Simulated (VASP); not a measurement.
Wanted: the native input for a VASP 6.6.1 run.

```yaml
Task: single point
Functional: PBE
Potentials_or_basis: VASP PAW PBE potentials, release 64 (Be, P)
Cutoff: 520 eV
k_mesh: 20 × 20 × 20
Occupations: gaussian, width 0.1 eV
Spin: no spin polarisation
Dipole_correction: no
Further_INCAR_settings: ALGO = Normal; EDIFF = 1e-07; NBANDS = 16
```

The structure of BeP3 lies in POSCAR:

```
BeP3
1.0
   -1.6471754833      1.6471754833      5.2431372472
    1.6471754833     -1.6471754833      5.2431372472
    1.6471754833      1.6471754833     -5.2431372472
Be P
1 3
Direct
    0.0000000000      0.0000000000      0.0000000000
    0.5000000000      0.5000000000      0.0000000000
    0.2500000000      0.7500000000      0.5000000000
    0.7500000000      0.2500000000      0.5000000000
```

One way to write it, as run:

INCAR

```
PREC     = Accurate       # precision mode
ENCUT    = 520            # plane-wave cutoff, eV
EDIFF    = 1E-7           # SCF threshold, eV
ISMEAR   = 0              # smearing method
SIGMA    = 0.1            # smearing width, eV
LREAL    = False          # projectors in reciprocal space
LASPH    = True           # aspherical terms in the spheres
NELM     = 100            # most SCF steps
ALGO     = Normal         # electronic algorithm
ISIF     = 2              # what is computed and relaxed
LWAVE    = False          # write WAVECAR
LCHARG   = False          # write CHGCAR
GGA      = PE             # functional
NBANDS   = 16             # bands
```

KPOINTS

```
Automatic mesh
0
Gamma
  20 20 20
```

Potentials or basis: VASP PAW PBE potentials, release 64 (Be, P).

The run is started by

```console
$ cat potpaw_PBE.64/Be/POTCAR potpaw_PBE.64/P/POTCAR > POTCAR
$ mpirun -np 1 vasp_std > vasp.out
```

It gave:

The pressure is -0.1 GPa and the band gap on the k mesh is zero (an odd number of electrons rules out a gap without spin polarisation).

Run time: 16 min on 1 thread of Intel(R) Xeon(R) 6975P-C (Granite Rapids) (shared host), peak memory 0.68 GiB.
